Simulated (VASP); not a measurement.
# CuAu (Pm-3m) in VASP: density of states with PBE

Aim: the density of states of CuAu with PBE.

Program: VASP 6.6.1. These are calculated values, not measurements. Logs are shortened: lines on timing, memory, paths and dates and some standing lists are left out, and cuts for length are marked.

### Step 1. The cell of the first run

Symmetry: Pm-3m, No. 221, cubic system. The conventional cell has a = 3.166 Å, b = 3.166 Å, c = 3.166 Å, α = 90.00°, β = 90.00°, γ = 90.00°. Cu (site symmetry m-3m) has 8 Au at 2.74 Å and 6 Cu at 3.17 Å within 3.6 Å. Au (site symmetry m-3m) has 8 Cu at 2.74 Å and 6 Au at 3.17 Å within 3.6 Å.

### Step 2. Density of states, PBE

POSCAR reads:

```
CuAu
1.0
    3.1659460000      0.0000000000      0.0000000000
    0.0000000000      3.1659460000      0.0000000000
    0.0000000000      0.0000000000      3.1659460000
Cu Au
1 1
Direct
    0.0000000000      0.0000000000      0.0000000000
    0.5000000000      0.5000000000      0.5000000000
```

INCAR.step1 reads:

```
PREC = Accurate ; ENCUT = 520
EDIFF = 1E-6 ; ISMEAR = -1
SIGMA = 0.1 ; LREAL = F
LASPH = T ; NELM = 120
ALGO = Normal ; ISIF = 2
LWAVE = F ; LCHARG = T
LMAXMIX = 4 ; GGA = PE
NBANDS = 18 ; GGA_COMPAT = F
NEDOS = 2001 ; LORBIT = 11
```

KPOINTS.step1 reads:

```
Automatic mesh
0
Gamma
  11 11 11
```

INCAR.step2 reads:

```
PREC = Accurate ; ENCUT = 520
EDIFF = 1E-6 ; ISMEAR = -5
SIGMA = 0.1 ; LREAL = F
LASPH = T ; NELM = 120
ALGO = Normal ; ISIF = 2
LWAVE = F ; LCHARG = F
LMAXMIX = 4 ; GGA = PE
LORBIT = 11 ; NEDOS = 1001
ICHARG = 11 ; GGA_COMPAT = F
```

KPOINTS.step2 reads:

```
Automatic mesh
0
Gamma
  17 17 17
```

Potentials or basis: VASP PAW PBE potentials, release 64 (Cu, Au).

Started as:

```console
$ cat potpaw_PBE.64/Cu/POTCAR potpaw_PBE.64/Au/POTCAR > POTCAR
$ cp INCAR.step1 INCAR
$ cp KPOINTS.step1 KPOINTS
$ mpirun -np 1 vasp_std > vasp.out
$ cp INCAR.step2 INCAR
$ cp KPOINTS.step2 KPOINTS
$ mpirun -np 1 vasp_std > vasp.out
```

OUTCAR:

```text
PREC = Accurate
   ENCUT = 520
   EDIFF = 1E-6
   ISMEAR = -5
   LREAL = F
   LASPH = T
   NELM = 120
   ISIF = 2
   GGA = PE
   LORBIT = 11
   ICHARG = 11

 ion  position               nearest neighbor table
   1  0.000  0.000  0.000-   2 2.74   2 2.74   2 2.74   2 2.74   2 2.74   2 2.74   2 2.74   2 2.74

   2  0.500  0.500  0.500-   1 2.74   1 2.74   1 2.74   1 2.74   1 2.74   1 2.74   1 2.74   1 2.74

  LATTYP: Found a simple cubic cell.
 ALAT       =     3.1659460000

  Lattice vectors:

 A1 = (   3.1659460000,   0.0000000000,   0.0000000000)
 A2 = (   0.0000000000,   3.1659460000,   0.0000000000)
 A3 = (   0.0000000000,   0.0000000000,   3.1659460000)

Analysis of symmetry for initial positions (statically):
=====================================================================
 Subroutine PRICEL returns:
 Original cell was already a primitive cell.

 Routine SETGRP: Setting up the symmetry group for a
 simple cubic supercell.

 Subroutine GETGRP returns: Found 48 space group operations
 (whereof 48 operations were pure point group operations)
 out of a pool of 48 trial point group operations.

The static configuration has the point symmetry O_h .

Analysis of symmetry for dynamics (positions and initial velocities):
=====================================================================
 Subroutine PRICEL returns:
 Original cell was already a primitive cell.

 Routine SETGRP: Setting up the symmetry group for a
 simple cubic supercell.

 Subroutine GETGRP returns: Found 48 space group operations
 (whereof 48 operations were pure point group operations)
 out of a pool of 48 trial point group operations.

The dynamic configuration has the point symmetry O_h .

 Subroutine INISYM returns: Found 48 space group operations
 (whereof 48 operations are pure point group operations),
 and found     1 'primitive' translations

----------------------------------------------------------------------------------------

                                     Primitive cell

  volume of cell :      31.7330

  direct lattice vectors                    reciprocal lattice vectors
     3.165946000  0.000000000  0.000000000     0.315861357  0.000000000  0.000000000
     0.000000000  3.165946000  0.000000000     0.000000000  0.315861357  0.000000000
     0.000000000  0.000000000  3.165946000     0.000000000  0.000000000  0.315861357

[... 95 lines left out ...]
   PSTRESS=    0.0 pullay stress
   NELECT =      22.0000    total number of electrons
   NUPDOWN=      -1.0000    fix difference up-down
   EMIN   =  10.00;   EMAX   =-10.00  energy-range for DOS
   EFERMI =   0.00;   METHOD = LEGACY
   ISMEAR =    -5;   SIGMA  =   0.10  broadening in eV -4-tet -1-fermi 0-gaus
   EFERMI_NEDOS =   21; number of points for ismear=-14 and -15
   IALGO  =     38    algorithm
   IMIX   =      4    mixing-type and parameters
     AMIX     =   0.40;   BMIX     =  1.00
     AMIX_MAG =   1.60;   BMIX_MAG =  1.00
  volume/ion in A,a.u.               =      15.87       107.07
  Fermi-wavevector in a.u.,A,eV,Ry     =   1.448924  2.738069 28.563803  2.099380
  Thomas-Fermi vector in A             =   2.566709
   LORBIT       =     11    0 simple, 1 ext, 2 COOP (PROOUT), +10 PAW based schemes
   GGA     = PE    functional components
   LHFCALC =     F    Hartree Fock is set to
   AEXX    =    0.0000 exact exchange contribution
   IVDW    =     0    specifies the selected vdW correction
   LEPSILON=     F    determine dielectric tensor
   LRPA    =     F    only Hartree local field effects (RPA)
 non-spin polarized calculation
 Fermi weights with tetrahedron method with Bloechl corrections
  energy-cutoff  :      520.00
  volume of cell :       31.73
 maximum number of plane-waves:       874
 NGX is ok and might be reduce to    24

 number of electron      22.0000038 magnetization

 Free energy of the ion-electron system (eV)
  ---------------------------------------------------
  ext. energy  EPLUGINS =         0.00000000
  ---------------------------------------------------
  free energy    TOTEN  =        -7.01268038 eV

  energy without entropy =       -7.01268038  energy(sigma->0) =       -7.01268038

 E-fermi :   7.4795     XC(G=0): -12.1667

 val. band max:        7.5091122767   @ k =   0.4706   0.3529   0.1765
 cond. band min:       7.4792477095   @ k =   0.4706   0.2941   0.1176
 fundamental gap:     -0.0298645672
 Fermi energy:         7.4794526208

 k-point     1 :       0.0000    0.0000    0.0000
  band No.  band energies     occupation
      1      -1.4388      2.00000
      2       1.8685      2.00000
      3       1.8685      2.00000
      4       3.8060      2.00000
      5       3.8060      2.00000
      6       3.8060      2.00000
      7       5.4459      2.00000
      8       5.4459      2.00000
      9       5.9925      2.00000
     10       5.9925      2.00000
     11       5.9925      2.00000
     12      14.1935      0.00000
     13      14.1935      0.00000
     14      14.1935      0.00000
[... 401 lines left out ...]
      2       2.4999      2.00000
      3       2.6307      2.00000
      4       3.3754      2.00000
      5       3.9349      2.00000
      6       4.0213      2.00000
      7       4.9256      2.00000
      8       5.0985      2.00000
      9       5.3731      2.00000
     10       5.5441      2.00000
     11       5.9068      2.00000
     12       6.3490      2.00000
     13      17.2088      0.00000
     14      18.1314      0.00000
     15      20.0349      0.00000

 [... further k-points ...]
[... 5 lines left out ...]
  --------------------------------------------------------------------------------------
  -------------------------------------------------------------------------------------
  Total       -1.0967440     -1.0967440     -1.0967440      0.0000000      0.0000000     -0.0000000
  in kB      -55.3739297    -55.3739297    -55.3739297      0.0000000      0.0000000     -0.0000000
  external PRESSURE =     -55.3739297 kB  Pullay stress =       0.0000000 kB

 VOLUME and BASIS-vectors are now :
 -----------------------------------------------------------------------------
  energy-cutoff  :      520.00
  volume of cell :       31.73
      direct lattice vectors                 reciprocal lattice vectors
     3.165946000  0.000000000  0.000000000     0.315861357  0.000000000  0.000000000
     0.000000000  3.165946000  0.000000000     0.000000000  0.315861357  0.000000000
     0.000000000  0.000000000  3.165946000     0.000000000  0.000000000  0.315861357

 POSITION                                       TOTAL-FORCE (eV/Angst)
 -----------------------------------------------------------------------------------
      0.00000      0.00000      0.00000         0.000000      0.000000      0.000000
      1.58297      1.58297      1.58297         0.000000      0.000000      0.000000
 -----------------------------------------------------------------------------------
    total drift:                                0.000000      0.000000     -0.000000

  FREE ENERGIE OF THE ION-ELECTRON SYSTEM (eV)
  ---------------------------------------------------
  free  energy   TOTEN  =        -7.0126803803 eV

  energy  without entropy=       -7.0126803803  energy(sigma->0) =       -7.01268038

 total charge

# of ion       s       p       d       tot
------------------------------------------
    1        0.355   0.275   9.215   9.845
    2        0.588   0.325   8.711   9.624
--------------------------------------------------
tot          0.943   0.600  17.925  19.469
```

OSZICAR.step1:

```text
N       E                     dE             d eps       ncg     rms          rms(c)
DAV:   1     0.128670918791E+03    0.12867E+03   -0.11227E+04  2138   0.168E+03
DAV:   2    -0.246576293568E+01   -0.13114E+03   -0.12250E+03  2040   0.289E+02
DAV:   3    -0.790419068372E+01   -0.54384E+01   -0.53008E+01  2318   0.691E+01
DAV:   4    -0.798115914965E+01   -0.76968E-01   -0.76910E-01  2484   0.694E+00
DAV:   5    -0.798304272540E+01   -0.18836E-02   -0.18835E-02  2642   0.115E+00    0.979E+00
DAV:   6    -0.768624223653E+01    0.29680E+00   -0.88303E+00  2148   0.840E+01    0.579E+00
DAV:   7    -0.703748528101E+01    0.64876E+00   -0.26613E+00  2476   0.834E+01    0.413E+00
DAV:   8    -0.702587732236E+01    0.11608E-01   -0.14478E-01  2908   0.565E+00    0.231E+00
DAV:   9    -0.702028216633E+01    0.55952E-02   -0.20387E-02  3104   0.450E+00    0.227E-01
DAV:  10    -0.701943856913E+01    0.84360E-03   -0.58467E-03  3080   0.236E+00    0.952E-02
DAV:  11    -0.701939344456E+01    0.45125E-04   -0.58065E-04  2294   0.790E-01    0.328E-02
DAV:  12    -0.701938097749E+01    0.12467E-04   -0.74387E-05  2814   0.224E-01    0.107E-02
DAV:  13    -0.701938027674E+01    0.70075E-06   -0.14532E-06  1578   0.258E-02
   1 F= -.70193803E+01 E0= -.70065093E+01  d E =-.257419E-01
```

Wall time 39 s (1 thread of Intel Xeon Platinum 8375C at 2.90GHz (Ice Lake), shared host); peak memory 0.2 GiB.

Results:

```yaml
Valence_electrons_inside_the_program's_atomic_spheres: Cu 9.85; Au 9.62
```

Caveat: spin-orbit coupling is left out, which moves the levels of the heavy elements; tetrahedron occupations give inexact forces and stress in metals.
